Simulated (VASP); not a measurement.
## Li2Pt: single point with LDA

The system is Li2Pt.

```
CELL_PARAMETERS angstrom
4.12883 0.00000 0.00000
-2.06442 3.57567 0.00000
0.00000 0.00000 2.61960
ATOMIC_POSITIONS crystal
Li 0.33333 0.66667 0.50000
Li 0.66667 0.33333 0.50000
Pt 0.00000 0.00000 0.00000
```

```json
{
 "Program": "VASP 6.6.1",
 "Task": "single point",
 "Functional": "LDA",
 "Potentials or basis": "VASP PAW LDA potentials, release 64 (Li_sv, Pt)",
 "Cutoff": "520 eV",
 "k mesh": "12 × 12 × 16",
 "Occupations": "fermi-dirac, width 0.15 eV",
 "Spin": "no spin polarisation"
}
```

The band gap on the k mesh is zero (bands 8 and 9 overlap by 1.85 eV).

Levels at points of the mesh, in eV from the Fermi level:
| k point | band 5 | band 6 | band 7 | band 8 | band 9 | band 10 | band 11 | band 12 |
| --- | --- | --- | --- | --- | --- | --- | --- | --- |
| (0.00, 0.00, 0.00) | -3.50 | -3.50 | -0.65 | -0.65 | 3.86 | 3.86 | 6.55 | 6.55 |
| (0.50, 0.00, 0.00) | -2.41 | -2.39 | -1.94 | -0.79 | -0.68 | 0.44 | 7.96 | 12.45 |
| (0.00, 0.00, 0.50) | -4.00 | -2.25 | -2.25 | 0.61 | 3.04 | 6.53 | 6.53 | 7.33 |
| (0.50, 0.00, 0.50) | -2.99 | -1.74 | -1.25 | 0.47 | 1.06 | 4.57 | 7.43 | 7.93 |

It took 95 s on 1 thread of Intel(R) Xeon(R) Platinum 8259CL CPU @ 2.50GHz (Skylake/Cascade Lake), with other jobs on the host, peak memory 0.21 GiB.

Caveat: spin-orbit coupling is left out, which moves the levels of the heavy elements.
